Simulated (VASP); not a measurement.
# NiO (R-3m) in VASP: notebook, part 2 of 2

VASP 6.6.1. Earlier steps stand in the parts before.

## (3) Single point, PBE+U, collinear spin, antiferromagnetic start

This run uses another cell than the first one: it holds 4 atoms, not 2.

Input file INCAR:

```
PREC = Accurate
ENCUT = 700
EDIFF = 1E-6
ISMEAR = 0
SIGMA = 0.05
LREAL = False
LASPH = True
NELM = 200
ALGO = Normal
ISIF = 2
LWAVE = False
LCHARG = False
ISPIN = 2
MAGMOM = 2 -2 0 0
LORBIT = 11
LMAXMIX = 4
LDAU = True
LDAUTYPE = 2
LDAUL = 2 -1
LDAUU = 6.2 0
LDAUJ = 0 0
LDAUPRINT = 1
GGA = PE
NBANDS = 36
GGA_COMPAT = False
```

Input file KPOINTS:

```
regular mesh
0
Gamma
  5 5 5
```

Input file POSCAR:

```
NiO
1.0
    0.0000000000      1.7424802783      4.9268273990
   -1.5090321866     -0.8712401391      4.9268273990
    1.5090321866     -0.8712401391      4.9268273990
Ni O
2 2
Direct
    0.5000000000     -0.5000000000      0.5000000000
    1.0000000000      0.0000000000      1.0000000000
    0.2500000000      0.2500000000      0.2500000000
    0.7500000000      0.7500000000      0.7500000000
```

Potentials or basis: VASP PAW PBE potentials, release 64 (Ni_sv_GW, O).

Run with:

```sh
$ cat potpaw_PBE.64/Ni_sv_GW/POTCAR potpaw_PBE.64/O/POTCAR > POTCAR
$ mpirun -np 1 vasp_std > vasp.out
```

Wall time 3 min (1 thread of Intel Xeon 6975P-C (Granite Rapids), shared host); peak memory 0.43 GiB.

The run converged. Its results:

```
Free energy                                           : -20.6534 eV
Pressure                                              : -4.2 GPa
Band gap on the k mesh                                : 2.77 eV
Net moment                                            : 0.00 μB per cell
Site moments                                          : Ni +1.75, -1.75; O +0.00 μB
Valence electrons inside the program's atomic spheres : Ni 16.07; O 5.00
```

Stress tensor (GPa, compression positive):
```
-4.12  0.00  0.00
 0.00 -4.12  0.00
 0.00  0.00 -4.36
```

Levels at points of the mesh, in eV from the valence-band top:
Spin up:
| k point | band 21 | band 22 | band 23 | band 24 | band 25 | band 26 | band 27 | band 28 |
| --- | --- | --- | --- | --- | --- | --- | --- | --- |
| (0.00, 0.00, 0.00) | -0.78 | -0.77 | -0.62 | -0.62 | 2.77 | 4.68 | 4.68 | 6.89 |
Spin down:
```csv
k point,band 21,band 22,band 23,band 24,band 25,band 26,band 27,band 28
"(0.00, 0.00, 0.00)",-0.78,-0.77,-0.62,-0.62,2.77,4.68,4.68,6.89
```

Eigenvalues of the final occupation matrices:
```tsv
site	spin	trace	eigenvalues
site 1 d	1	4.74	0.94 0.94 0.94 0.96 0.96
site 1 d	2	2.99	0.10 0.10 0.93 0.93 0.93
site 2 d	1	2.99	0.10 0.10 0.93 0.93 0.93
site 2 d	2	4.74	0.94 0.94 0.94 0.96 0.96
```

Caveat: the k points lie up to 0.49 Å⁻¹ apart.

## (4) Single point, PBE+U, collinear spin, antiferromagnetic start

This run uses another cell than the first one: it holds 4 atoms, not 2.

Input file INCAR:

```
  PREC = Accurate
  ENCUT = 700
  EDIFF = 1E-6
  ISMEAR = 0
  SIGMA = 0.05
  LREAL = False
  LASPH = True
  NELM = 200
  ALGO = Normal
  ISIF = 2
  LWAVE = False
  LCHARG = False
  ISPIN = 2
  MAGMOM = 2 -2 0 0
  LORBIT = 11
  LMAXMIX = 4
  LDAU = True
  LDAUTYPE = 2
  LDAUL = 2 -1
  LDAUU = 6.2 0
  LDAUJ = 0 0
  LDAUPRINT = 1
  GGA = PE
  NBANDS = 36
  GGA_COMPAT = False
```

Input file KPOINTS:

```
Automatic mesh
0
Gamma
  5 5 3
```

Input file POSCAR:

```
NiO
1.0
    1.5090321866      0.8712401392      2.4634136995
   -1.5090321866      0.8712401392      2.4634136995
    0.0000000000     -5.2274408349      0.0000000000
Ni O
2 2
Direct
    1.0000000000      0.0000000000      0.0000000000
    1.5000000000      0.5000000000      0.5000000000
    0.7500000000      0.7500000000      0.2500000000
    1.2500000000      1.2500000000      0.7500000000
```

Run with:

```sh
$ cat potpaw_PBE.64/Ni_sv_GW/POTCAR potpaw_PBE.64/O/POTCAR > POTCAR
$ mpirun -np 1 vasp_std > vasp.out
```

Run time: 2.2 min. Hardware: 1 thread of Intel Xeon Platinum 8559C (Emerald Rapids), shared host; peak memory 0.27 GiB.

It converged, with:

```
Free energy                                           : -20.6532 eV
Pressure                                              : -4.2 GPa
Band gap on the k mesh                                : 2.84 eV
Net moment                                            : 0.00 μB per cell
Site moments                                          : Ni +1.75, -1.75; O +0.00 μB
Valence electrons inside the program's atomic spheres : Ni 16.07; O 5.00
```

Stress tensor (GPa, compression positive):
```
-4.12  0.00  0.00
 0.00 -4.38  0.09
 0.00  0.09 -4.09
```

Levels at points of the mesh, in eV from the valence-band top:
Spin up:
```tsv
k point	band 22	band 23	band 24	band 25	band 26	band 27
(0.00, 0.00, 0.00)	-0.71	-0.55	-0.55	2.84	4.74	4.74
```
Spin down:
```tsv
k point	band 20	band 21	band 22	band 23	band 24	band 25	band 26	band 27	band 28	band 29
(0.00, 0.00, 0.00)	-0.71	-0.71	-0.71	-0.55	-0.55	2.84	4.74	4.74	6.96	11.17
```

Eigenvalues of the final occupation matrices:
```tsv
site	spin	trace	eigenvalues
site 1 d	1	4.74	0.94 0.94 0.94 0.96 0.96
site 1 d	2	2.99	0.10 0.10 0.93 0.93 0.93
site 2 d	1	2.99	0.10 0.10 0.93 0.93 0.93
site 2 d	2	4.74	0.94 0.94 0.94 0.96 0.96
```

Caveat: the k points lie up to 0.49 Å⁻¹ apart.

## (5) Single point, PBE+U, collinear spin, ferromagnetic start (9.73 Å³/atom)

This run uses another cell than the first one, of 9.73 Å³/atom.

Input file INCAR:

```
SYSTEM = NiO
PREC     = Accurate       ! precision mode
ENCUT    = 700            ! plane-wave cutoff, eV
EDIFF    = 1E-6           ! SCF threshold, eV
ISMEAR   = 0              ! smearing method
SIGMA    = 0.05           ! smearing width, eV
LREAL    = .FALSE.        ! projectors in reciprocal space
LASPH    = .TRUE.         ! aspherical terms in the spheres
NELM     = 200            ! most SCF steps
ALGO     = Normal         ! electronic algorithm
ISIF     = 2              ! what is computed and relaxed
LWAVE    = .FALSE.        ! write WAVECAR
LCHARG   = .TRUE.         ! write CHGCAR
ISPIN    = 2              ! spin polarisation
MAGMOM   = 1.91 0.21      ! initial moments
LORBIT   = 11             ! projections on sites
LMAXMIX  = 4              ! l up to which the mixer works
LDAU     = .TRUE.         ! DFT+U
LDAUTYPE = 2            
LDAUL    = 2 -1           ! shell
LDAUU    = 6.2 0          ! U, eV
LDAUJ    = 0 0          
LDAUPRINT= 1            
GGA      = PE             ! functional
LELF     = .TRUE.         ! ELF
LVHAR    = .TRUE.       
NBANDS   = 23             ! bands
GGA_COMPAT= .FALSE.
```

Input file KPOINTS:

```
regular mesh
0
G
  10 10 10
  0 0 0
```

Input file POSCAR:

```
NiO
1.0
    1.5095250829      0.8715247130      2.4642183262
   -1.5095250829      0.8715247130      2.4642183262
    0.0000000000     -1.7430494259      2.4642183262
Ni O
1 1
Direct
    1.0000000000      0.0000000000      0.0000000000
    0.5000000000      0.5000000000      0.5000000000
```

Run with:

```sh
$ cat potpaw_PBE.64/Ni_sv_GW/POTCAR potpaw_PBE.64/O/POTCAR > POTCAR
$ mpirun -np 1 vasp_std > vasp.out
```

It took 3.4 min on 1 thread of Intel Xeon Platinum 8259CL at 2.50GHz (Skylake/Cascade Lake), shared host; peak memory 0.29 GiB.

The run converged. Its results:

* Free energy: -10.2586 eV
* Pressure: -2.5 GPa
* Band gap on the k mesh: 2.00 eV (least direct gap 3.16 eV)
* Net moment: 2.00 μB per cell
* Site moments: Ni +1.80; O +0.16 μB
* Valence electrons inside the program's atomic spheres: Ni 16.06; O 5.01

Levels at points of the mesh, in eV from the valence-band top:
Spin up:
```
           k point  band 10  band 11  band 12  band 13  band 14  band 15  band 16  band 17
(0.00, 0.00, 0.00)    -4.50    -1.47    -1.47    -1.47     2.00    18.27    18.48    18.48
(0.50, 0.00, 0.00)    -4.06    -2.92     0.00     0.00     6.20    10.28    14.22    14.23
(0.50, 0.50, 0.00)    -3.78    -3.78    -2.77    -2.76     6.29    11.16    11.95    16.67
(0.50, 0.50, 0.50)    -4.06    -2.92     0.00     0.00     6.20    10.28    14.22    14.22
```
Spin down:
| k point | band 8 | band 9 | band 10 | band 11 | band 12 | band 13 | band 14 | band 15 |
| --- | --- | --- | --- | --- | --- | --- | --- | --- |
| (0.00, 0.00, 0.00) | -3.45 | -1.16 | -1.16 | -1.16 | 2.34 | 2.85 | 2.85 | 18.21 |
| (0.50, 0.00, 0.00) | -3.64 | -1.98 | -1.87 | -1.87 | 5.02 | 5.02 | 6.38 | 10.74 |
| (0.50, 0.50, 0.00) | -2.65 | -2.65 | -2.47 | -2.47 | 3.32 | 3.66 | 6.91 | 11.43 |
| (0.50, 0.50, 0.50) | -3.64 | -1.97 | -1.87 | -1.87 | 5.02 | 5.02 | 6.38 | 10.75 |

Eigenvalues of the final occupation matrices:
```
    site  spin  trace               eigenvalues
site 1 d     1   4.75  0.94 0.94 0.94 0.97 0.97
site 1 d     2   2.97  0.09 0.09 0.93 0.93 0.93
```

Caveat: a cell with one magnetic atom can't hold antiferromagnetic order, which such compounds often take. A k mesh can miss the band edges.

## (6) Single point, PBE+U, collinear spin, ferromagnetic start (9.35 Å³/atom)

This run uses another cell than the first one, of 9.35 Å³/atom.

INCAR: that of step 5 with these lines changed.

```diff
@@ -14,3 +14,3 @@
 ISPIN    = 2              ! spin polarisation
-MAGMOM   = 1.91 0.21      ! initial moments
+MAGMOM   = 1.9 0.22       ! initial moments
 LORBIT   = 11             ! projections on sites
```

KPOINTS is that of step 5.

Input file POSCAR:

```
NiO
1.0
    1.4899188549      0.8602050520      2.4322122159
   -1.4899188549      0.8602050520      2.4322122159
    0.0000000000     -1.7204101039      2.4322122159
Ni O
1 1
Direct
    1.0000000000      0.0000000000      0.0000000000
    0.5000000000      0.5000000000      0.5000000000
```

Potentials or basis: VASP PAW PBE potentials, release 64 (Ni_sv_GW, O).

Run with:

```sh
$ cat potpaw_PBE.64/Ni_sv_GW/POTCAR potpaw_PBE.64/O/POTCAR > POTCAR
$ mpirun -np 1 vasp_std > vasp.out
```

Run time: 1.9 min. Hardware: 1 thread of Intel Xeon 6975P-C (Granite Rapids), shared host; peak memory 0.28 GiB.

It converged, with:

```yaml
Free_energy: -10.2487 eV
Pressure: 5.0 GPa
Band_gap_on_the_k_mesh: 2.20 eV (least direct gap 3.40 eV)
Net_moment: 2.00 μB per cell
Site_moments: Ni +1.79; O +0.17 μB
Valence_electrons_inside_the_program's_atomic_spheres: Ni 16.09; O 5.03
```

Levels at points of the mesh, in eV from the valence-band top:
Spin up:
```tsv
k point	band 11	band 12	band 13	band 14	band 15	band 16
(0.00, 0.00, 0.00)	-1.65	-1.65	-1.64	2.20	18.39	18.73
(0.50, 0.00, 0.00)	-2.94	0.00	0.00	6.27	10.63	14.46
(0.50, 0.50, 0.00)	-3.78	-2.99	-2.99	6.53	11.40	12.06
(0.50, 0.50, 0.50)	-2.94	0.00	0.00	6.27	10.64	14.46
```
Spin down:
| k point | band 8 | band 9 | band 10 | band 11 | band 12 | band 13 | band 14 | band 15 |
| --- | --- | --- | --- | --- | --- | --- | --- | --- |
| (0.00, 0.00, 0.00) | -3.53 | -1.32 | -1.32 | -1.32 | 2.55 | 2.77 | 2.77 | 18.33 |
| (0.50, 0.00, 0.00) | -3.81 | -1.98 | -1.97 | -1.97 | 5.09 | 5.09 | 6.45 | 11.10 |
| (0.50, 0.50, 0.00) | -2.69 | -2.69 | -2.66 | -2.66 | 3.27 | 3.69 | 7.14 | 11.67 |
| (0.50, 0.50, 0.50) | -3.81 | -1.98 | -1.97 | -1.97 | 5.09 | 5.09 | 6.45 | 11.10 |

Eigenvalues of the final occupation matrices:
```tsv
site	spin	trace	eigenvalues
site 1 d	1	4.75	0.94 0.94 0.94 0.97 0.97
site 1 d	2	2.98	0.09 0.09 0.93 0.93 0.93
```

Caveat: the cell stands under pressure; a cell with one magnetic atom can't hold antiferromagnetic order, which such compounds often take. The state reached can hang on the start; a lower one may exist.

## (7) Overview

```tsv
spin	cell	k mesh	gap on the mesh (eV)	pressure (GPa)	moment (μB)
collinear, ferromagnetic start	a = 2.862 Å, angles 60.3°, 2 atoms, atomic positions A	6 × 6 × 6	2.43	34.8	2.00
collinear, antiferromagnetic start	a = 5.226 Å, angles 33.6°, 4 atoms, atomic positions B	5 × 5 × 5	2.77	-4.2	0.00
collinear, antiferromagnetic start	a = 3.017, b = 3.017, c = 5.227 Å, angles 106.8, 106.8, 60.0°, 4 atoms, atomic positions B	5 × 5 × 3	2.84	-4.2	0.00
collinear, ferromagnetic start	a = 3.018 Å, angles 60.0°, 2 atoms, atomic positions A	10 × 10 × 10	2.00	-2.5	2.00
collinear, ferromagnetic start	a = 2.979 Å, angles 60.0°, 2 atoms, atomic positions A	10 × 10 × 10	2.20	5.0	2.00
```

Alike in all rows: task single point; level PBE+U; potentials or basis VASP PAW PBE potentials, release 64 (Ni_sv_GW, O); Ni d U = 6.2 eV; cutoff (eV) 700; smearing gaussian 0.05 eV.

Caveats: some runs use coarse meshes; a cell with one magnetic atom can't hold antiferromagnetic order, which such compounds often take (at least some runs); the cell stands under pressure (at least some runs).

Absolute energies hang on the potentials; compare differences alone.
